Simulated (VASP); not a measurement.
# Ti2RuC3 (P-3m1) in VASP: a series of runs

Ti2RuC3 is run at these levels: PBE; tasks: single point, relaxation of cell and atoms.

All numbers are computed with VASP 6.6.1; they aren't measurements. Logs are shortened: lines on timing, memory, paths and dates and some standing lists are left out, and cuts for length are marked.

## 1. The cell of the first run

Symmetry: P-3m1, No. 164, trigonal system. The conventional cell has a = 3.109 Å, b = 3.109 Å, c = 7.219 Å, α = 90.00°, β = 90.00°, γ = 120.00°. Within 3.2 Å of Ti (site symmetry 3m) lie 6 C at 2.16 to 2.19 Å and 3 Ru at 2.96 Å and 9 Ti at 3.08 to 3.11 Å. Ru (site symmetry -3m) has 6 C at 2.13 Å within 2.8 Å. C (site symmetry -3m) has 6 Ti at 2.19 Å within 2.9 Å. Within 2.8 Å of C (site symmetry 3m) lie 3 Ru at 2.13 Å and 3 Ti at 2.16 Å.

## 2. Single point, PBE

Contents of INCAR:

```
SYSTEM = Ti2RuC3
PREC = Accurate
ENCUT = 520
EDIFF = 1E-6
ISMEAR = 0
SIGMA = 0.2
LREAL = .False.
LASPH = .True.
NELM = 60
ALGO = Normal
ISIF = 2
LWAVE = .False.
LCHARG = .False.
GGA = PE
NBANDS = 34
```

Contents of KPOINTS:

```
regular mesh
0
Gamma
  6 6 2
  0 0 0
```

Contents of POSCAR:

```
Ti2RuC3
1.0
    3.1090694734      0.0000000000      0.0000000000
   -1.5545347367      2.6925331461      0.0000000000
    0.0000000000      0.0000000000      7.2188374111
Ti Ru C
2 1 3
Direct
    0.3333333333      0.6666666667      0.6734250807
    0.6666666667      0.3333333333      0.3265749193
    0.0000000000      0.0000000000      0.0000000000
    0.0000000000      0.0000000000      0.5000000000
    0.3333333333      0.6666666667      0.1594374994
    0.6666666667      0.3333333333      0.8405625006
```

Potentials or basis: VASP PAW PBE potentials, release 64 (Ti_sv, Ru_pv, C).

Started as:

```console
> cat potpaw_PBE.64/Ti_sv/POTCAR potpaw_PBE.64/Ru_pv/POTCAR potpaw_PBE.64/C/POTCAR > POTCAR
> mpirun -np 1 vasp_std > vasp.out
```

OUTCAR:

```text
SYSTEM = Ti2RuC3
   PREC = Accurate
   ENCUT = 520
   EDIFF = 1E-6
   ISMEAR = 0
   LREAL = .False.
   LASPH = .True.
   NELM = 60
   ISIF = 2
   GGA = PE

 ion  position               nearest neighbor table
   1  0.333  0.667  0.673-   6 2.16   6 2.16   6 2.16   4 2.19   4 2.19   4 2.19   3 2.96   3 2.96
                             3 2.96
   2  0.667  0.333  0.327-   5 2.16   5 2.16   5 2.16   4 2.19   4 2.19   4 2.19   3 2.96   3 2.96
                             3 2.96
   3  0.000  0.000  0.000-   5 2.13   6 2.13   6 2.13   5 2.13   6 2.13   5 2.13   1 2.96   2 2.96
                             1 2.96   2 2.96   2 2.96   1 2.96
   4  0.000  0.000  0.500-   1 2.19   2 2.19   2 2.19   1 2.19   2 2.19   1 2.19
   5  0.333  0.667  0.159-   3 2.13   3 2.13   3 2.13   2 2.16   2 2.16   2 2.16
   6  0.667  0.333  0.841-   3 2.13   3 2.13   3 2.13   1 2.16   1 2.16   1 2.16

  LATTYP: Found a hexagonal cell.
 ALAT       =     3.1090694734
 C/A-ratio  =     2.3218642983

  Lattice vectors:

 A1 = (   3.1090694734,   0.0000000000,   0.0000000000)
 A2 = (  -1.5545347367,   2.6925331461,   0.0000000000)
 A3 = (   0.0000000000,   0.0000000000,   7.2188374111)

Analysis of symmetry for initial positions (statically):
=====================================================================
 Subroutine PRICEL returns:
 Original cell was already a primitive cell.

 Routine SETGRP: Setting up the symmetry group for a
 hexagonal supercell.

 Subroutine GETGRP returns: Found 12 space group operations
 (whereof 12 operations were pure point group operations)
 out of a pool of 24 trial point group operations.

The static configuration has the point symmetry D_3d.

Analysis of symmetry for dynamics (positions and initial velocities):
=====================================================================
 Subroutine PRICEL returns:
 Original cell was already a primitive cell.

 Routine SETGRP: Setting up the symmetry group for a
 hexagonal supercell.

 Subroutine GETGRP returns: Found 12 space group operations
 (whereof 12 operations were pure point group operations)
 out of a pool of 24 trial point group operations.

The dynamic configuration has the point symmetry D_3d.

 Subroutine INISYM returns: Found 12 space group operations
 (whereof 12 operations are pure point group operations),
 and found     1 'primitive' translations

----------------------------------------------------------------------------------------

                                     Primitive cell

  volume of cell :      60.4309

  direct lattice vectors                    reciprocal lattice vectors
     3.109069473  0.000000000  0.000000000     0.321639644  0.185698735  0.000000000
    -1.554534737  2.692533146  0.000000000     0.000000000  0.371397471  0.000000000
     0.000000000  0.000000000  7.218837411     0.000000000  0.000000000  0.138526461

  length of vectors
     3.109069473  3.109069473  7.218837411     0.371397471  0.371397471  0.138526461

  position of ions in fractional coordinates (direct lattice)
     0.333333333  0.666666667  0.673425081
     0.666666667  0.333333333  0.326574919
     0.000000000  0.000000000  0.000000000
     0.000000000  0.000000000  0.500000000
     0.333333333  0.666666667  0.159437499
     0.666666667  0.333333333  0.840562501

  ion indices of the primitive-cell ions
   primitive index   ion index
                 1           1
                 2           2
                 3           3
                 4           4
                 5           5
                 6           6

----------------------------------------------------------------------------------------

 KPOINTS: regular mesh

Automatic generation of k-mesh.
 Grid dimensions read from file:
 generate k-points for:    6    6    2

 Generating k-lattice:

  Cartesian coordinates                     Fractional coordinates (reciprocal lattice)
     0.053606607  0.030949789  0.000000000     0.166666667 -0.000000000  0.000000000
     0.000000000  0.061899578  0.000000000     0.000000000  0.166666667  0.000000000
     0.000000000  0.000000000  0.069263231     0.000000000  0.000000000  0.500000000

  Length of vectors
     0.061899578  0.061899578  0.069263231

  Shift w.r.t. Gamma in fractional coordinates (k-lattice)
     0.000000000  0.000000000  0.000000000

 Subroutine IBZKPT returns following result:
 ===========================================

 Found     14 irreducible k-points:

 Following reciprocal coordinates:
            Coordinates               Weight
  0.000000  0.000000  0.000000      1.000000
  0.166667  0.000000  0.000000      6.000000
  0.333333  0.000000  0.000000      6.000000
  0.500000  0.000000  0.000000      3.000000
  0.166667  0.166667  0.000000      6.000000
  0.333333  0.166667  0.000000     12.000000
  0.333333  0.333333  0.000000      2.000000
  0.000000  0.000000  0.500000      1.000000
  0.166667  0.000000  0.500000      6.000000
  0.333333  0.000000  0.500000      6.000000
  0.500000  0.000000  0.500000      3.000000
  0.166667  0.166667  0.500000      6.000000
  0.333333  0.166667  0.500000     12.000000
  0.333333  0.333333  0.500000      2.000000
   k-points           NKPTS =     14   k-points in BZ     NKDIM =     14   number of bands    NBANDS=     34
   number of dos      NEDOS =    301   number of ions     NIONS =      6
   total plane-waves  NPLWV =  31104
   dimension x,y,z NGX =    24 NGY =   24 NGZ =   54
   dimension x,y,z NGXF=    48 NGYF=   48 NGZF=  108
   ions per type =               2   1   3
   NGX,Y,Z   is equivalent  to a cutoff of  12.83, 12.83, 12.44 a.u.
   NGXF,Y,Z  is equivalent  to a cutoff of  25.67, 25.67, 24.87 a.u.
 SYSTEM =  Ti2RuC3
   PREC   = accura    normal or accurate (medium, high low for compatibility)
   ISTART =      0    job   : 0-new  1-cont  2-samecut
   ICHARG =      2    charge: 1-file 2-atom 10-const
   ISPIN  =      1    spin polarized calculation?
   LNONCOLLINEAR =      F non collinear calculations
   LSORBIT =      F    spin-orbit coupling
   LASPH  =      T    aspherical Exc in radial PAW
   ENCUT  =  520.0 eV  38.22 Ry    6.18 a.u.   5.78  5.78 13.42*2*pi/ulx,y,z
   NELM   =     60;   NELMIN=  2; NELMDL= -5     # of ELM steps
   EDIFF  = 0.1E-05   stopping-criterion for ELM
   LREAL  =      F    real-space projection
   EDIFFG = 0.1E-04   stopping-criterion for IOM
   NSW    =      0    number of steps for IOM
   IBRION =     -1    ionic relax: 0-MD 1-quasi-New 2-CG
   NFREE  =      0    steps in history (QN), initial steepest desc. (CG)
   ISIF   =      2    stress and relaxation
   ISYM   =      2    0-nonsym 1-usesym 2-fastsym
   POTIM  = 0.5000    time-step for ionic-motion
   TEBEG  =    0.0;   TEEND  =   0.0 temperature during run
   PSTRESS=    0.0 pullay stress
   NELECT =      50.0000    total number of electrons
   NUPDOWN=      -1.0000    fix difference up-down
   EMIN   =  10.00;   EMAX   =-10.00  energy-range for DOS
   EFERMI =   0.00;   METHOD = LEGACY
   ISMEAR =     0;   SIGMA  =   0.20  broadening in eV -4-tet -1-fermi 0-gaus
   EFERMI_NEDOS =   21; number of points for ismear=-14 and -15
   IALGO  =     38    algorithm
   IMIX   =      4    mixing-type and parameters
     AMIX     =   0.40;   BMIX     =  1.00
     AMIX_MAG =   1.60;   BMIX_MAG =  1.00
  volume/ion in A,a.u.               =      10.07        67.97
  Fermi-wavevector in a.u.,A,eV,Ry     =   1.536899  2.904317 32.137746  2.362058
  Thomas-Fermi vector in A             =   2.643483
   LORBIT       =      0    0 simple, 1 ext, 2 COOP (PROOUT), +10 PAW based schemes
   GGA     = PE    functional components
   LHFCALC =     F    Hartree Fock is set to
   AEXX    =    0.0000 exact exchange contribution
   IVDW    =     0    specifies the selected vdW correction
   LEPSILON=     F    determine dielectric tensor
   LRPA    =     F    only Hartree local field effects (RPA)
 non-spin polarized calculation
 Gauss-broadening in eV      SIGMA  =   0.20
  energy-cutoff  :      520.00
  volume of cell :       60.43
 maximum number of plane-waves:      1636
 NGX is ok and might be reduce to    24
   NGX = 11   NGY = 11   NGZ = 27

 number of electron      49.9999996 magnetization

 Free energy of the ion-electron system (eV)
  ---------------------------------------------------
  ext. energy  EPLUGINS =         0.00000000
  ---------------------------------------------------
  free energy    TOTEN  =       -54.24492852 eV

  energy without entropy =      -54.19083435  energy(sigma->0) =      -54.21788143

 E-fermi :  10.5601     XC(G=0): -13.0460

 val. band max:       10.4260917887   @ k =   0.5000   0.0000   0.0000
 cond. band min:      10.5997031072   @ k =   0.3333   0.1667   0.0000
 fundamental gap:      0.1736113185
 Fermi energy:        10.5600880417

 k-point     1 :       0.0000    0.0000    0.0000
  band No.  band energies     occupation
      1     -46.5434      2.00000
      2     -46.5108      2.00000
      3     -32.9204      2.00000
      4     -32.6761      2.00000
      5     -32.6761      2.00000
      6     -22.9962      2.00000
[... 26 lines left out ...]
     33      12.6185      0.00000
     34      13.0024      0.00000

 k-point     2 :       0.1667    0.0000    0.0000
  band No.  band energies     occupation
      1     -46.5314      2.00000
      2     -46.5026      2.00000
      3     -32.9119      2.00000
      4     -32.7305      2.00000
      5     -32.6890      2.00000
      6     -22.9694      2.00000
[... 26 lines left out ...]
     33      13.4582      0.00000
     34      14.2096      0.00000

 k-point     3 :       0.3333    0.0000    0.0000
  band No.  band energies     occupation
      1     -46.5062      2.00000
      2     -46.4873      2.00000
      3     -32.8951      2.00000
      4     -32.8379      2.00000
      5     -32.7149      2.00000
      6     -22.9326      2.00000
[... 26 lines left out ...]
     33      13.6616      0.00000
     34      14.8607      0.00000

 k-point     4 :       0.5000    0.0000    0.0000
  band No.  band energies     occupation
      1     -46.4921      2.00000
      2     -46.4811      2.00000
      3     -32.8926      2.00000
      4     -32.8850      2.00000
      5     -32.7278      2.00000
      6     -22.9867      2.00000
[... 26 lines left out ...]
     33      13.7256      0.00000
     34      15.2234      0.00000

 k-point     5 :       0.1667    0.1667    0.0000
  band No.  band energies     occupation
      1     -46.5128      2.00000
      2     -46.4909      2.00000
      3     -32.8992      2.00000
      4     -32.8011      2.00000
      5     -32.7188      2.00000
      6     -22.9331      2.00000
[... 251 lines left out ...]
 k-point    12 :       0.1667    0.1667    0.5000
  band No.  band energies     occupation
      1     -46.5128      2.00000
      2     -46.4908      2.00000
      3     -32.8992      2.00000
      4     -32.8011      2.00000
      5     -32.7188      2.00000
      6     -22.9323      2.00000
[... 26 lines left out ...]
     33      14.3695      0.00000
     34      14.3857      0.00000

 k-point    13 :       0.3333    0.1667    0.5000
  band No.  band energies     occupation
      1     -46.4920      2.00000
      2     -46.4811      2.00000
      3     -32.8866      2.00000
      4     -32.8636      2.00000
      5     -32.7557      2.00000
      6     -22.9433      2.00000
[... 26 lines left out ...]
     33      13.8801      0.00000
     34      14.4473      0.00000

 k-point    14 :       0.3333    0.3333    0.5000
  band No.  band energies     occupation
      1     -46.4815      2.00000
      2     -46.4815      2.00000
      3     -32.8822      2.00000
      4     -32.8265      2.00000
      5     -32.8265      2.00000
      6     -22.8913      2.00000
[... 26 lines left out ...]
     33      14.8154      0.00000
     34      14.8154      0.00000

------------------------ aborting loop because EDIFF is reached ----------------------------------------

  FORCE on cell =-STRESS in cart. coord.  units (eV):
  Direction    XX          YY          ZZ          XY          YZ          ZX
  --------------------------------------------------------------------------------------
  -------------------------------------------------------------------------------------
  Total        0.0591942      0.0591942      0.0349064     -0.0000000      0.0000000      0.0000000
  in kB        1.5693899      1.5693899      0.9254572     -0.0000000      0.0000000      0.0000000
  external PRESSURE =       1.3547457 kB  Pullay stress =       0.0000000 kB

 VOLUME and BASIS-vectors are now :
 -----------------------------------------------------------------------------
  energy-cutoff  :      520.00
  volume of cell :       60.43
      direct lattice vectors                 reciprocal lattice vectors
     3.109069473  0.000000000  0.000000000     0.321639644  0.185698735  0.000000000
    -1.554534737  2.692533146  0.000000000     0.000000000  0.371397471  0.000000000
     0.000000000  0.000000000  7.218837411     0.000000000  0.000000000  0.138526461

 POSITION                                       TOTAL-FORCE (eV/Angst)
 -----------------------------------------------------------------------------------
     -0.00000      1.79502      4.86135         0.000000     -0.000000      0.012784
      1.55453      0.89751      2.35749        -0.000000      0.000000     -0.012784
      0.00000      0.00000      0.00000        -0.000000      0.000000      0.000000
      0.00000      0.00000      3.60942        -0.000000      0.000000      0.000000
     -0.00000      1.79502      1.15095        -0.000000      0.000000     -0.010269
      1.55453      0.89751      6.06788        -0.000000     -0.000000      0.010269
 -----------------------------------------------------------------------------------
    total drift:                               -0.000000      0.000000      0.000000

  FREE ENERGIE OF THE ION-ELECTRON SYSTEM (eV)
  ---------------------------------------------------
  free  energy   TOTEN  =       -54.2449285161 eV

  energy  without entropy=      -54.1908343470  energy(sigma->0) =      -54.21788143
```

It took 49 s on 1 thread of Intel Xeon 8259CL, shared host; peak memory 0.19 GiB.

What came out:

```yaml
Free_energy: -54.2449 eV
Pressure: 0.1 GPa
Largest_force: 0.013 eV/Å
Band_gap_on_the_k_mesh: zero (bands 25 and 26 overlap by 0.47 eV)
```

Forces on the atoms (eV/Å):
```
Ti   0.000  0.000  0.013
Ti   0.000  0.000 -0.013
Ru   0.000  0.000  0.000
C    0.000  0.000  0.000
C    0.000  0.000 -0.010
C    0.000  0.000  0.010
```

Levels at points of the mesh, in eV from the Fermi level:
```csv
k point,band 23,band 24,band 25,band 26,band 27,band 28
"(0.00, 0.00, 0.00)",-0.82,0.33,0.33,0.71,0.71,1.10
"(0.50, 0.00, 0.00)",-1.04,-0.67,-0.59,-0.13,1.24,1.45
"(0.00, 0.00, 0.50)",-1.85,-1.85,-1.80,0.68,0.68,1.00
"(0.50, 0.00, 0.50)",-2.10,-0.89,-0.64,0.28,0.36,2.23
```

Caveat: the k points lie up to 0.44 Å⁻¹ apart.

(Continued in part 2 of 3.)

The gap in the log of VASP goes by the Fermi energy; the results here count the filled bands.